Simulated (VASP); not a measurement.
# Al (P6_3/mmc) in VASP: notebook, part 2 of 3

VASP 6.6.1.

## (3) Single point, PBEsol

This run uses another cell than the first one, of 16.32 Å³/atom, 1.024 times its volume.

Contents of INCAR:

```
PREC = Accurate
ENCUT = 520
EDIFF = 1E-6
ISMEAR = -1
SIGMA = 0.05
LREAL = F
LASPH = T
NELM = 80
ALGO = Fast
ISIF = 2
LWAVE = F
LCHARG = F
GGA = PS
NBANDS = 10
```

Contents of KPOINTS:

```
Automatic mesh
0
Gamma
  11 11 6
```

Contents of POSCAR:

```
Al
1.0
    2.8353666201      0.0000000000      0.0000000000
   -1.4176833100      2.4554995221      0.0000000000
    0.0000000000      0.0000000000      4.6876288325
Al
2
Direct
    0.3333333333      0.6666666667      0.2500000000
    0.6666666667      0.3333333333      0.7500000000
```

Potentials or basis: VASP PAW PBE potentials, release 64 (Al).

The run is started by

```sh
$ cat potpaw_PBE.64/Al/POTCAR > POTCAR
$ mpirun -np 1 vasp_std > vasp.out
```

OUTCAR:

```text
PREC = Accurate
   ENCUT = 520
   EDIFF = 1E-6
   ISMEAR = -1
   LREAL = F
   LASPH = T
   NELM = 80
   ISIF = 2
   GGA = PS

 ion  position               nearest neighbor table
   1  0.333  0.667  0.250-   2 2.86   2 2.86   2 2.86   2 2.86   2 2.86   2 2.86
   2  0.667  0.333  0.750-   1 2.86   1 2.86   1 2.86   1 2.86   1 2.86   1 2.86

  LATTYP: Found a hexagonal cell.
 ALAT       =     2.8353666201
 C/A-ratio  =     1.6532707972

  Lattice vectors:

 A1 = (   2.8353666201,   0.0000000000,   0.0000000000)
 A2 = (  -1.4176833100,   2.4554995221,   0.0000000000)
 A3 = (   0.0000000000,   0.0000000000,   4.6876288325)

Analysis of symmetry for initial positions (statically):
=====================================================================
 Subroutine PRICEL returns:
 Original cell was already a primitive cell.

 Routine SETGRP: Setting up the symmetry group for a
 hexagonal supercell.

 Subroutine GETGRP returns: Found 24 space group operations
 (whereof 12 operations were pure point group operations)
 out of a pool of 24 trial point group operations.

The static configuration has the point symmetry D_3d.
 The point group associated with its full space group is D_6h.

Analysis of symmetry for dynamics (positions and initial velocities):
=====================================================================
 Subroutine PRICEL returns:
 Original cell was already a primitive cell.

 Routine SETGRP: Setting up the symmetry group for a
 hexagonal supercell.

 Subroutine GETGRP returns: Found 24 space group operations
 (whereof 12 operations were pure point group operations)
 out of a pool of 24 trial point group operations.

The dynamic configuration has the point symmetry D_3d.
 The point group associated with its full space group is D_6h.

 Subroutine INISYM returns: Found 24 space group operations
 (whereof 12 operations are pure point group operations),
 and found     1 'primitive' translations
[... 113 lines left out ...]
   IMIX   =      4    mixing-type and parameters
     AMIX     =   0.40;   BMIX     =  1.00
     AMIX_MAG =   1.60;   BMIX_MAG =  1.00
  volume/ion in A,a.u.               =      16.32       110.12
  Fermi-wavevector in a.u.,A,eV,Ry     =   0.930875  1.759098 11.789821  0.866527
  Thomas-Fermi vector in A             =   2.057309
   LORBIT       =      0    0 simple, 1 ext, 2 COOP (PROOUT), +10 PAW based schemes
   GGA     = PS    functional components
   LHFCALC =     F    Hartree Fock is set to
   AEXX    =    0.0000 exact exchange contribution
   IVDW    =     0    specifies the selected vdW correction
   LEPSILON=     F    determine dielectric tensor
   LRPA    =     F    only Hartree local field effects (RPA)
 non-spin polarized calculation
 RMM-DIIS sequential band-by-band and
  energy-cutoff  :      520.00
  volume of cell :       32.64
 maximum number of plane-waves:       897
 NGX is ok and might be reduce to    24
   NGX = 11   NGY = 11   NGZ = 17

 number of electron       6.0000000 magnetization

 Free energy of the ion-electron system (eV)
  ---------------------------------------------------
  ext. energy  EPLUGINS =         0.00000000
  ---------------------------------------------------
  free energy    TOTEN  =        -8.14566303 eV

  energy without entropy =       -8.14059463  energy(sigma->0) =       -8.14312883

 E-fermi :   8.0730     XC(G=0): -10.2983

 val. band max:        8.0600035317   @ k =   0.3636   0.2727   0.5000
 cond. band min:       8.0819068424   @ k =   0.3636  -0.0000   0.5000
 fundamental gap:      0.0219033107
 Fermi energy:         8.0730472063

 k-point     1 :       0.0000    0.0000    0.0000
  band No.  band energies     occupation
      1      -3.1432      2.00000
      2       3.3637      2.00000
      3       3.5205      2.00000
      4      18.9136      0.00000
      5      18.9136      0.00000
      6      19.2446      0.00000
      7      19.2446      0.00000
      8      20.0465      0.00000
      9      22.1089      0.00000
     10      22.3467      0.00000
[... 287 lines left out ...]
 k-point    24 :       0.1818    0.0909    0.1667
  band No.  band energies     occupation
      1      -1.5458      2.00000
      2       2.8223      2.00000
      3       7.0512      2.00000
      4      11.2913      0.00000
      5      13.2353      0.00000
      6      15.4120      0.00000
      7      17.2749      0.00000
      8      18.8268      0.00000
      9      19.1949      0.00000
     10      20.6541      0.00000

 [... further k-points ...]
[... 5 lines left out ...]
  --------------------------------------------------------------------------------------
  -------------------------------------------------------------------------------------
  Total        0.0113566      0.0113566      0.0032523      0.0000000      0.0000000      0.0000000
  in kB        0.5575144      0.5575144      0.1596590      0.0000000      0.0000000      0.0000000
  external PRESSURE =       0.4248959 kB  Pullay stress =       0.0000000 kB

 VOLUME and BASIS-vectors are now :
 -----------------------------------------------------------------------------
  energy-cutoff  :      520.00
  volume of cell :       32.64
      direct lattice vectors                 reciprocal lattice vectors
     2.835366620  0.000000000  0.000000000     0.352688077  0.203624556  0.000000000
    -1.417683310  2.455499522  0.000000000     0.000000000  0.407249112  0.000000000
     0.000000000  0.000000000  4.687628832     0.000000000  0.000000000  0.213327470

 POSITION                                       TOTAL-FORCE (eV/Angst)
 -----------------------------------------------------------------------------------
     -0.00000      1.63700      1.17191         0.000000      0.000000      0.000000
      1.41768      0.81850      3.51572        -0.000000      0.000000      0.000000
 -----------------------------------------------------------------------------------
    total drift:                               -0.000000      0.000000     -0.000000

  FREE ENERGIE OF THE ION-ELECTRON SYSTEM (eV)
  ---------------------------------------------------
  free  energy   TOTEN  =        -8.1456630269 eV

  energy  without entropy=       -8.1405946285  energy(sigma->0) =       -8.14312883
```

OSZICAR:

```text
N       E                     dE             d eps       ncg     rms          rms(c)
DAV:   1    -0.116227444669E+01   -0.11623E+01   -0.23113E+03  1280   0.472E+02
DAV:   2    -0.807742212654E+01   -0.69151E+01   -0.66398E+01  1720   0.528E+01
DAV:   3    -0.820458742558E+01   -0.12717E+00   -0.12671E+00  1684   0.595E+00
DAV:   4    -0.820511494524E+01   -0.52752E-03   -0.52750E-03  1540   0.450E-01
DAV:   5    -0.820511992681E+01   -0.49816E-05   -0.49819E-05  1560   0.436E-02    0.197E+00
RMM:   6    -0.816944450219E+01    0.35675E-01   -0.36232E-03  1290   0.314E-01    0.113E+00
RMM:   7    -0.814573117736E+01    0.23713E-01   -0.97627E-03  1326   0.506E-01    0.162E-01
RMM:   8    -0.814565852374E+01    0.72654E-04   -0.45272E-04  1420   0.136E-01    0.247E-02
RMM:   9    -0.814566605629E+01   -0.75325E-05   -0.75977E-05  1486   0.616E-02    0.267E-02
RMM:  10    -0.814566843551E+01   -0.23792E-05   -0.88837E-06  1513   0.205E-02    0.107E-01
RMM:  11    -0.814566402278E+01    0.44127E-05   -0.21555E-06  1404   0.793E-03    0.350E-02
RMM:  12    -0.814566302690E+01    0.99588E-06   -0.47863E-07  1045   0.480E-03
   1 F= -.81456630E+01 E0= -.81431288E+01  d E =-.506840E-02
```

stdout:

```text
POSCAR found type information on POSCAR Al
 POSCAR found :  1 types and       2 ions
 scaLAPACK will be used
 -----------------------------------------------------------------------------
|                                                                             |
|                                                                             |
|     You enforced a specific xc type in the INCAR file but a different       |
|     I HOPE YOU KNOW WHAT YOU ARE DOING!                                     |
|                                                                             |
 -----------------------------------------------------------------------------

 LDA part: xc-table for (Slater+PW92), standard interpolation
 POSCAR, INCAR and KPOINTS ok, starting setup
 FFT: planning ... GRIDC
 FFT: planning ... GRID_SOFT
 FFT: planning ... GRID
 WAVECAR not read
 entering main loop
```

Wall time 7.1 s (1 thread of Intel Xeon 6975P-C (Granite Rapids), shared host); peak memory 0.15 GiB.

Results:

```yaml
Free_energy: -8.1457 eV
Pressure: 0.0 GPa
Band_gap_on_the_k_mesh: zero (band 3 reaches 12.02 eV, above the bottom of band 4 at 5.00 eV)
```

Levels at points of the mesh, in eV from the Fermi level:
```tsv
k point	band 1	band 2	band 3	band 4	band 5	band 6	band 7	band 8
(0.00, 0.00, 0.00)	-11.22	-4.71	-4.55	10.84	10.84	11.17	11.17	11.97
(0.00, 0.00, 0.50)	-9.54	-9.54	3.22	3.22	12.02	12.02	12.02	12.02
```

Caveat: the PAW data sets were made with another functional, which shifts forces and pressure a little.

## (4) Single point, PBEsol

Contents of INCAR:

```
  PREC = Accurate
  ENCUT = 520
  EDIFF = 1E-6
  ISMEAR = -1
  SIGMA = 0.05
  LREAL = False
  LASPH = True
  NELM = 60
  ALGO = Fast
  ISIF = 2
  LWAVE = False
  LCHARG = False
  GGA = PS
  NBANDS = 10
```

Contents of KPOINTS:

```
regular mesh
0
Gamma
  11 11 6
```

Contents of POSCAR:

```
Al
1.0
    2.8130940577      0.0000000000      0.0000000000
   -1.4065470288      2.4362109173      0.0000000000
    0.0000000000      0.0000000000      4.6507745655
Al
2
Direct
    0.3333333333      0.6666666667      0.2500000000
    0.6666666667      0.3333333333      0.7500000000
```

The run is started by

```sh
$ cat potpaw_PBE.64/Al/POTCAR > POTCAR
$ mpirun -np 1 vasp_std > vasp.out
```

It took 6.4 s on 1 thread of Intel Xeon 6975P-C (Granite Rapids), shared host; peak memory 0.14 GiB.

Results (log left out):

```
Free energy            : -8.1407 eV
Pressure               : 2.1 GPa
Band gap on the k mesh : zero (band 3 reaches 12.31 eV, above the bottom of band 4 at 5.23 eV)
```

Levels at points of the mesh, in eV from the Fermi level:
```csv
k point,band 1,band 2,band 3,band 4,band 5,band 6
"(0.00, 0.00, 0.00)",-11.39,-4.81,-4.59,11.04,11.04,11.30
"(0.00, 0.00, 0.50)",-9.69,-9.69,3.26,3.26,12.16,12.16
```

Caveat: the PAW data sets were made with another functional, which shifts forces and pressure a little.

(Continued in part 3 of 3.)
